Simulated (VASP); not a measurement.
# AlN (m.b): relaxation of cell and atoms with PBE

Crystal: AlN (m.b).

```
Al N
1.0
     3.11000    0.00000    0.00000
    -1.55500    2.69334    0.00000
     0.00000    0.00000    4.98000
Al N
2 2
Direct
  0.33333 0.66667 0.00000
  0.66667 0.33333 0.50000
  0.33333 0.66667 0.37700
  0.66667 0.33333 0.87700
```

```yaml
Program: VASP 6.6.1
Task: relaxation of cell and atoms
Functional: PBE
Potentials_or_basis: VASP PAW PBE potentials, release 64 (Al, N)
Cutoff: 600 eV
k_mesh: 9 × 9 × 6
Occupations: gaussian, width 0.02 eV
Spin: no spin polarisation
Dipole_correction: no
Further_INCAR_settings: ALGO = Normal; EDIFF = 1e-07; IBRION = 2; EDIFFG = -0.002; NSW = 100; ISIF = 3
```

```yaml
Relaxed_volume: 10.62 Å³/atom
Relaxed_cell: a = 3.128 Å, b = 3.128 Å, c = 5.015 Å, α = 90.00°, β = 90.00°, γ = 120.00°
Space_group_after_relaxing_to_0.05_Å: P6_3mc (No. 186)
Energy_gained_by_relaxing: 4.2 meV/atom
Ionic_steps: 8
Pressure_after_relaxing: 0.0 GPa
Band_gap_on_the_k_mesh: 4.06 eV, direct
```

The path:
| step | energy change (eV) | largest force (eV/Å) | pressure (GPa) | volume (Å³) |
| --- | --- | --- | --- | --- |
| 1 | 0.0000 | 0.3292 | 3.89 | 41.71 |
| 2 | -0.0032 | 0.1974 | -3.20 | 43.26 |
| 3 | -0.0163 | 0.0232 | 0.01 | 42.51 |
| 4 | -0.0163 | 0.0283 | 0.08 | 42.49 |
| 5 | -0.0167 | 0.0279 | -0.07 | 42.52 |
| 6 | -0.0167 | 0.0278 | -0.15 | 42.53 |
| 7 | -0.0168 | 0.0125 | 0.07 | 42.48 |
| 8 | -0.0168 | 0.0002 | 0.00 | 42.50 |

Final structure:
```xyz
4
Lattice="3.1281 0.0000 0.0000 -1.5640 2.7090 0.0000 0.0000 0.0000 5.0150" Properties=species:S:1:pos:R:3 pbc="T T T"
Al    0.0000    1.8060    5.0037
Al    1.5640    0.9030    2.4962
N     0.0000    1.8060    1.9020
N     1.5640    0.9030    4.4095
```

Levels at points of the mesh, in eV from the valence-band top:
| k point | band 6 | band 7 | band 8 | band 9 | band 10 | band 11 |
| --- | --- | --- | --- | --- | --- | --- |
| (0.00, 0.00, 0.00) | -0.20 | -0.20 | 0.00 | 4.06 | 6.53 | 10.47 |
| (0.00, 0.00, 0.50) | -0.53 | -0.53 | -0.53 | 6.33 | 6.33 | 10.18 |

Wall time 100 s on 1 thread of Intel(R) Xeon(R) Platinum 8259CL CPU @ 2.50GHz (Skylake/Cascade Lake), with other jobs on the host, peak memory 0.19 GiB.

A k mesh can miss the band edges.
